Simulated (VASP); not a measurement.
# NiHO2 (Pnma) in VASP: single point with PBEsol

Aim: the single point of NiHO2 with PBEsol.

All numbers are computed with VASP 6.6.1; they aren't measurements. Logs are shortened: lines on timing, memory, paths and dates and some standing lists are left out, and cuts for length are marked.

## 1. The cell of the first run

Symmetry: Pnma, No. 62, orthorhombic system. The conventional cell has a = 9.754 Å, b = 2.963 Å, c = 4.511 Å, α = 90.00°, β = 90.00°, γ = 90.00°. Within 2.5 Å of Ni (site symmetry m) lie 6 O at 1.87 to 2.10 Å. Within 2.4 Å of O (site symmetry m) lie 1 H at 1.79 Å and 3 Ni at 1.87 to 1.92 Å. Within 1.3 Å of O (site symmetry m) lie 1 H at 0.97 Å. H (site symmetry m) has 1 O at 0.97 Å within 1.3 Å.

## 2. Single point, PBEsol

File INCAR:

```
PREC = Accurate
ENCUT = 520
EDIFF = 1E-6
ISMEAR = -1
SIGMA = 0.1
LREAL = Auto
LASPH = True
NELM = 100
ALGO = Fast
ISIF = 2
LWAVE = False
LCHARG = True
GGA = PS
LELF = True
LVHAR = True
NBANDS = 60
```

File KPOINTS:

```
regular mesh
0
Gamma
  3 10 7
```

File POSCAR:

```
NiHO2
1.0
    9.7537630600      0.0000000000      0.0000000000
    0.0000000000      2.9629315500      0.0000000000
    0.0000000000      0.0000000000      4.5111840800
Ni O H
4 8 4
Direct
    0.8524000000      0.2500000000      0.0516000000
    0.6476000000      0.7500000000      0.5516000000
    0.3524000000      0.2500000000      0.4484000000
    0.1476000000      0.7500000000      0.9484000000
    0.2028000000      0.2500000000      0.7069000000
    0.2972000000      0.7500000000      0.2069000000
    0.7028000000      0.2500000000      0.7931000000
    0.7972000000      0.7500000000      0.2931000000
    0.0519000000      0.2500000000      0.2050000000
    0.4481000000      0.7500000000      0.7050000000
    0.5519000000      0.2500000000      0.2950000000
    0.9481000000      0.7500000000      0.7950000000
    0.0820000000      0.2500000000      0.4090000000
    0.4180000000      0.7500000000      0.9090000000
    0.5820000000      0.2500000000      0.0910000000
    0.9180000000      0.7500000000      0.5910000000
```

Potentials or basis: VASP PAW PBE potentials, release 64 (Ni, O, H).

Command:

```bash
$ cat potpaw_PBE.64/Ni/POTCAR potpaw_PBE.64/O/POTCAR potpaw_PBE.64/H/POTCAR > POTCAR
$ mpirun -np 1 vasp_std > vasp.out
```

OUTCAR:

```text
PREC = Accurate
   ENCUT = 520
   EDIFF = 1E-6
   ISMEAR = -1
   LREAL = Auto
   LASPH = True
   NELM = 100
   ISIF = 2
   GGA = PS

 ion  position               nearest neighbor table
   1  0.852  0.250  0.052-   7 1.87   8 1.92   8 1.92   9 2.07  12 2.10  12 2.10
   2  0.648  0.750  0.552-   8 1.87   7 1.92   7 1.92  10 2.07  11 2.10  11 2.10
   3  0.352  0.250  0.448-   5 1.87   6 1.92   6 1.92  11 2.07  10 2.10  10 2.10
   4  0.148  0.750  0.948-   6 1.87   5 1.92   5 1.92  12 2.07   9 2.10   9 2.10
   5  0.203  0.250  0.707-   3 1.87   4 1.92   4 1.92
   6  0.297  0.750  0.207-   4 1.87   3 1.92   3 1.92
   7  0.703  0.250  0.793-   1 1.87   2 1.92   2 1.92
   8  0.797  0.750  0.293-   2 1.87   1 1.92   1 1.92
   9  0.052  0.250  0.205-  13 0.97   1 2.07   4 2.10   4 2.10
  10  0.448  0.750  0.705-  14 0.97   2 2.07   3 2.10   3 2.10
  11  0.552  0.250  0.295-  15 0.97   3 2.07   2 2.10   2 2.10
  12  0.948  0.750  0.795-  16 0.97   4 2.07   1 2.10   1 2.10
  13  0.082  0.250  0.409-   9 0.97
  14  0.418  0.750  0.909-  10 0.97
  15  0.582  0.250  0.091-  11 0.97
  16  0.918  0.750  0.591-  12 0.97

  LATTYP: Found a simple orthorhombic cell.
 ALAT       =     2.9629315500
 B/A-ratio  =     1.5225407688
 C/A-ratio  =     3.2919299334

  Lattice vectors:

 A1 = (   0.0000000000,   2.9629315500,   0.0000000000)
 A2 = (   0.0000000000,   0.0000000000,   4.5111840800)
 A3 = (   9.7537630600,   0.0000000000,   0.0000000000)

Analysis of symmetry for initial positions (statically):
=====================================================================
 Subroutine PRICEL returns:
 Original cell was already a primitive cell.

 Routine SETGRP: Setting up the symmetry group for a
 simple orthorhombic supercell.

 Subroutine GETGRP returns: Found  8 space group operations
 (whereof  2 operations were pure point group operations)
 out of a pool of  8 trial point group operations.

The static configuration has the point symmetry S_2 .
 The point group associated with its full space group is D_2h.

Analysis of symmetry for dynamics (positions and initial velocities):
=====================================================================
 Subroutine PRICEL returns:
 Original cell was already a primitive cell.

 Routine SETGRP: Setting up the symmetry group for a
 simple orthorhombic supercell.

 Subroutine GETGRP returns: Found  8 space group operations
 (whereof  2 operations were pure point group operations)
 out of a pool of  8 trial point group operations.

The dynamic configuration has the point symmetry S_2 .
 The point group associated with its full space group is D_2h.

 Subroutine INISYM returns: Found  8 space group operations
 (whereof  2 operations are pure point group operations),
 and found     1 'primitive' translations

----------------------------------------------------------------------------------------

                                     Primitive cell

  volume of cell :     130.3720

  direct lattice vectors                    reciprocal lattice vectors
     9.753763060  0.000000000  0.000000000     0.102524533  0.000000000  0.000000000
     0.000000000  2.962931550  0.000000000     0.000000000  0.337503578  0.000000000
     0.000000000  0.000000000  4.511184080     0.000000000  0.000000000  0.221671291

  length of vectors
     9.753763060  2.962931550  4.511184080     0.102524533  0.337503578  0.221671291

  position of ions in fractional coordinates (direct lattice)
     0.852400000  0.250000000  0.051600000
     0.647600000  0.750000000  0.551600000
     0.352400000  0.250000000  0.448400000
     0.147600000  0.750000000  0.948400000
     0.202800000  0.250000000  0.706900000
     0.297200000  0.750000000  0.206900000
[... 8 lines left out ...]
     0.582000000  0.250000000  0.091000000
     0.918000000  0.750000000  0.591000000

  ion indices of the primitive-cell ions
   primitive index   ion index
                 1           1
                 2           2
                 3           3
                 4           4
                 5           5
                 6           6
[... 8 lines left out ...]
                15          15
                16          16

----------------------------------------------------------------------------------------

 KPOINTS: regular mesh

Automatic generation of k-mesh.
 Grid dimensions read from file:
 generate k-points for:    3   10    7

 Generating k-lattice:

  Cartesian coordinates                     Fractional coordinates (reciprocal lattice)
     0.034174844  0.000000000  0.000000000     0.333333333  0.000000000  0.000000000
     0.000000000  0.033750358  0.000000000     0.000000000  0.100000000  0.000000000
     0.000000000  0.000000000  0.031667327     0.000000000  0.000000000  0.142857143

  Length of vectors
     0.034174844  0.033750358  0.031667327

  Shift w.r.t. Gamma in fractional coordinates (k-lattice)
     0.000000000  0.000000000  0.000000000

 Subroutine IBZKPT returns following result:
 ===========================================

 Found     48 irreducible k-points:

 Following reciprocal coordinates:
            Coordinates               Weight
  0.000000  0.000000  0.000000      1.000000
  0.333333  0.000000  0.000000      2.000000
  0.000000  0.100000  0.000000      2.000000
  0.333333  0.100000  0.000000      4.000000
  0.000000  0.200000  0.000000      2.000000
  0.333333  0.200000  0.000000      4.000000
[... 16 lines left out ...]
  0.000000  0.500000  0.142857      2.000000
  0.333333  0.500000  0.142857      4.000000
 [... further k-points ...]
   k-points           NKPTS =     48   k-points in BZ     NKDIM =     48   number of bands    NBANDS=     60
   number of dos      NEDOS =    301   number of ions     NIONS =     16
   total plane-waves  NPLWV =  69120
   dimension x,y,z NGX =    80 NGY =   24 NGZ =   36
   dimension x,y,z NGXF=   160 NGYF=   48 NGZF=   72
   ions per type =               4   8   4
   NGX,Y,Z   is equivalent  to a cutoff of  13.64, 13.47, 13.27 a.u.
   NGXF,Y,Z  is equivalent  to a cutoff of  27.27, 26.93, 26.53 a.u.
 SYSTEM =  unknown system
   PREC   = accura    normal or accurate (medium, high low for compatibility)
   ISTART =      0    job   : 0-new  1-cont  2-samecut
   ICHARG =      2    charge: 1-file 2-atom 10-const
   ISPIN  =      1    spin polarized calculation?
   LNONCOLLINEAR =      F non collinear calculations
   LSORBIT =      F    spin-orbit coupling
   LASPH  =      T    aspherical Exc in radial PAW
   ENCUT  =  520.0 eV  38.22 Ry    6.18 a.u.  18.14  5.51  8.39*2*pi/ulx,y,z
   NELM   =    100;   NELMIN=  2; NELMDL= -5     # of ELM steps
   EDIFF  = 0.1E-05   stopping-criterion for ELM
   LREAL  =      T    real-space projection
   EDIFFG = 0.1E-04   stopping-criterion for IOM
   NSW    =      0    number of steps for IOM
   IBRION =     -1    ionic relax: 0-MD 1-quasi-New 2-CG
   NFREE  =      0    steps in history (QN), initial steepest desc. (CG)
   ISIF   =      2    stress and relaxation
   ISYM   =      2    0-nonsym 1-usesym 2-fastsym
   POTIM  = 0.5000    time-step for ionic-motion
   TEBEG  =    0.0;   TEEND  =   0.0 temperature during run
   PSTRESS=    0.0 pullay stress
   NELECT =      92.0000    total number of electrons
   NUPDOWN=      -1.0000    fix difference up-down
   EMIN   =  10.00;   EMAX   =-10.00  energy-range for DOS
   EFERMI =   0.00;   METHOD = LEGACY
   ISMEAR =    -1;   SIGMA  =   0.10  broadening in eV -4-tet -1-fermi 0-gaus
   EFERMI_NEDOS =   21; number of points for ismear=-14 and -15
   IALGO  =     68    algorithm
   IMIX   =      4    mixing-type and parameters
     AMIX     =   0.40;   BMIX     =  1.00
     AMIX_MAG =   1.60;   BMIX_MAG =  1.00
  volume/ion in A,a.u.               =       8.15        54.99
  Fermi-wavevector in a.u.,A,eV,Ry     =   1.457503  2.754280 28.903042  2.124314
  Thomas-Fermi vector in A             =   2.574296
   LORBIT       =      0    0 simple, 1 ext, 2 COOP (PROOUT), +10 PAW based schemes
   GGA     = PS    functional components
   LHFCALC =     F    Hartree Fock is set to
   AEXX    =    0.0000 exact exchange contribution
   IVDW    =     0    specifies the selected vdW correction
   LEPSILON=     F    determine dielectric tensor
   LRPA    =     F    only Hartree local field effects (RPA)
 non-spin polarized calculation
 RMM-DIIS sequential band-by-band and
  energy-cutoff  :      520.00
  volume of cell :      130.37
 maximum number of plane-waves:      3536
 NGX is ok and might be reduce to    80
   NGX = 37   NGY = 11   NGZ = 17

 number of electron      91.9999980 magnetization

 Free energy of the ion-electron system (eV)
  ---------------------------------------------------
  ext. energy  EPLUGINS =         0.00000000
  ---------------------------------------------------
  free energy    TOTEN  =       -92.88188862 eV

  energy without entropy =      -92.56450894  energy(sigma->0) =      -92.72319878

 E-fermi :   4.1311     XC(G=0): -11.5296

 val. band max:        4.1309253803   @ k =   0.3333   0.3000   0.0000
 cond. band min:       4.1375620384   @ k =   0.0000   0.2000   0.2857
 fundamental gap:      0.0066366580
 Fermi energy:         4.1311390409

 k-point     1 :       0.0000    0.0000    0.0000
  band No.  band energies     occupation
      1     -16.2975      2.00000
      2     -15.9608      2.00000
      3     -15.4490      2.00000
      4     -15.0935      2.00000
      5     -14.3083      2.00000
      6     -14.1857      2.00000
[... 50 lines left out ...]
     57      13.6052      0.00000
     58      14.4184      0.00000

 k-point     2 :       0.3333    0.0000    0.0000
  band No.  band energies     occupation
      1     -16.2361      2.00000
      2     -16.0789      2.00000
      3     -15.3229      2.00000
      4     -15.1561      2.00000
      5     -14.2860      2.00000
      6     -14.2265      2.00000
[... 50 lines left out ...]
     57      13.3931      0.00000
     58      14.0037      0.00000

 k-point     3 :       0.0000    0.1000    0.0000
  band No.  band energies     occupation
      1     -16.2367      2.00000
      2     -15.9154      2.00000
      3     -15.4134      2.00000
      4     -15.0875      2.00000
      5     -14.2910      2.00000
      6     -14.1644      2.00000
[... 1216 lines left out ...]
      3     -15.2674      2.00000
      4     -15.2674      2.00000
      5     -13.9107      2.00000
      6     -13.9107      2.00000
[... 50 lines left out ...]
     57      14.5309      0.00000
     58      14.5389      0.00000

 k-point    24 :       0.3333    0.5000    0.1429
  band No.  band energies     occupation
      1     -15.2991      2.00000
      2     -15.2991      2.00000
      3     -15.2781      2.00000
      4     -15.2781      2.00000
      5     -13.8995      2.00000
      6     -13.8995      2.00000
[... 50 lines left out ...]
     57      14.6812      0.00000
     58      14.6945      0.00000

 [... further k-points ...]

 [bands above 58 left out]

------------------------ aborting loop because EDIFF is reached ----------------------------------------

  FORCE on cell =-STRESS in cart. coord.  units (eV):
  Direction    XX          YY          ZZ          XY          YZ          ZX
  --------------------------------------------------------------------------------------
  -------------------------------------------------------------------------------------
  Total       -7.5715901    -10.4985071     -4.7455324      0.0000000      0.0000000      0.0000000
  in kB      -93.0493418   -129.0190261    -58.3191457      0.0000000      0.0000000      0.0000000
  external PRESSURE =     -93.4625045 kB  Pullay stress =       0.0000000 kB

 VOLUME and BASIS-vectors are now :
 -----------------------------------------------------------------------------
  energy-cutoff  :      520.00
  volume of cell :      130.37
      direct lattice vectors                 reciprocal lattice vectors
     9.753763060  0.000000000  0.000000000     0.102524533  0.000000000  0.000000000
     0.000000000  2.962931550  0.000000000     0.000000000  0.337503578  0.000000000
     0.000000000  0.000000000  4.511184080     0.000000000  0.000000000  0.221671291

 POSITION                                       TOTAL-FORCE (eV/Angst)
 -----------------------------------------------------------------------------------
      8.31411      0.74073      0.23278         0.978088      0.000000     -0.733850
      6.31654      2.22220      2.48837        -0.978088      0.000000     -0.733850
      3.43723      0.74073      2.02281         0.978088      0.000000      0.733850
      1.43966      2.22220      4.27841        -0.978088     -0.000000      0.733850
      1.97806      0.74073      3.18896        -0.297738      0.000000      0.179287
      2.89882      2.22220      0.93336         0.297738      0.000000      0.179287
[... 8 lines left out ...]
      5.67669      0.74073      0.41052         0.718564     -0.000000     -1.610584
      8.95395      2.22220      2.66611        -0.718564      0.000000     -1.610584
 -----------------------------------------------------------------------------------
    total drift:                               -0.000000     -0.000000      0.000000

  FREE ENERGIE OF THE ION-ELECTRON SYSTEM (eV)
  ---------------------------------------------------
  free  energy   TOTEN  =       -92.8818886167 eV

  energy  without entropy=      -92.5645089373  energy(sigma->0) =      -92.72319878
```

It took 12 min on 1 thread of Intel Xeon Platinum 8488C (Sapphire Rapids), shared host; peak memory 0.4 GiB.

Results:

```yaml
Free_energy: -92.8819 eV
Pressure: -9.3 GPa
Largest_force: 2.604 eV/Å
Band_gap_on_the_k_mesh: zero (bands 46 and 47 overlap by 0.62 eV)
```

Forces on the atoms (eV/Å):
```
Ni   0.978  0.000 -0.734
Ni  -0.978  0.000 -0.734
Ni   0.978  0.000  0.734
Ni  -0.978  0.000  0.734
O   -0.298  0.000  0.179
O    0.298  0.000  0.179
O   -0.298  0.000 -0.179
O    0.298  0.000 -0.179
O   -0.507  0.000 -2.554
O    0.507  0.000 -2.554
O   -0.507  0.000  2.554
O    0.507  0.000  2.554
H    0.719  0.000  1.611
H   -0.719  0.000  1.611
H    0.719  0.000 -1.611
H   -0.719  0.000 -1.611
```

Caveat: the cell stands under tension; the PAW data sets were made with another functional, which shifts forces and pressure a little; the run has no spin polarisation, though such a crystal can be magnetic; semilocal functionals often make such compounds metallic where correlation or magnetic order opens a gap, which also shifts bond lengths.
